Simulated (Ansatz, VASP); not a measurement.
**CuO in VASP and in Ansatz**

Contents of INCAR:

```
ALGO     = Normal         # electronic algorithm
EDIFF    = 1E-6           # SCF threshold, eV
ENCUT    = 520            # plane-wave cutoff, eV
ISIF     = 2              # what is computed and relaxed
ISMEAR   = -1             # smearing method
LASPH    = True           # aspherical terms in the spheres
LCHARG   = True           # write CHGCAR
LELF     = True           # ELF
LREAL    = False          # projectors in reciprocal space
LVHAR    = True         
LWAVE    = False          # write WAVECAR
NBANDS   = 25             # bands
NELM     = 80             # most SCF steps
PREC     = Accurate       # precision mode
SIGMA    = 0.05           # smearing width, eV
```

Contents of KPOINTS:

```
k-points
0
Gamma
  10 10 5
```

The input POSCAR:

```
CuO
1.0
    2.3877802882     -1.7448634230      0.0000000000
    2.3877802882      1.7448634230      0.0000000000
   -0.8666988638      0.0000000000      5.1570684890
Cu O
2 2
Direct
    0.5000000000      0.0000000000      0.5000000000
    0.0000000000      0.5000000000      0.0000000000
    0.4184000000      0.5816000000      0.7500000000
    0.5816000000      0.4184000000      0.2500000000
```

File input.yaml:

```yaml
crystal:
  lattice:
    - [2.3877802882, -1.744863423, 0.0]
    - [2.3877802882, 1.744863423, 0.0]
    - [-0.8666988638, 0.0, 5.157068489]
  atoms:
    - { symbol: Cu, position: [0.5, 0.0, 0.5] }
    - { symbol: Cu, position: [0.0, 0.5, 0.0] }
    - { symbol: O, position: [0.4184, 0.5816, 0.75] }
    - { symbol: O, position: [0.5816, 0.4184, 0.25] }
kpoints:
  mp_grid: { grid: [10, 10, 5] }
scf:
  occupations: { method: fermi_dirac, width: 0.05 }
hamiltonian:
  xc: lda
  pseudopotentials: { kind: all_electron, lapw: { basis_error: 0.002 } }
output:
  forces: true
  stress: true
  eigenvalues: true
```

Change from the starting cell: volume scaled by 1.06.

Alike in both runs: task single point; functional LDA; k mesh 10 × 10 × 5; occupations fermi-dirac, width 0.05 eV; no spin polarisation.

```csv
,VASP,Ansatz
version,VASP 6.6.1,Ansatz 0.2.0
potentials or method,"VASP PAW LDA potentials, release 64 (Cu, O), cutoff 520 eV","all-electron LAPW, scalar-relativistic"
```

|  | VASP | Ansatz | Ansatz less VASP |
| --- | --- | --- | --- |
| gap on the k mesh at the Fermi level (eV) | none | none | - |
| pressure (GPa) | -17.1 | -17.7 | -0.52 |
| traceless stress, the component that is largest in VASP (GPa) | 5.43 | 5.71 | +0.276 |
| rms of the force components (eV/Å) | 0.239 | 0.253 | +0.0142 |

LDA's correlation is that of Perdew and Zunger in VASP and of Perdew and Wang (1992) in Ansatz. Atom by atom the forces differ by 0.014 eV/Å (rms over components). A gap of «none» marks a metal or a gap that the smearing closes. Ansatz ran all-electron here, and VASP with PAW potentials.
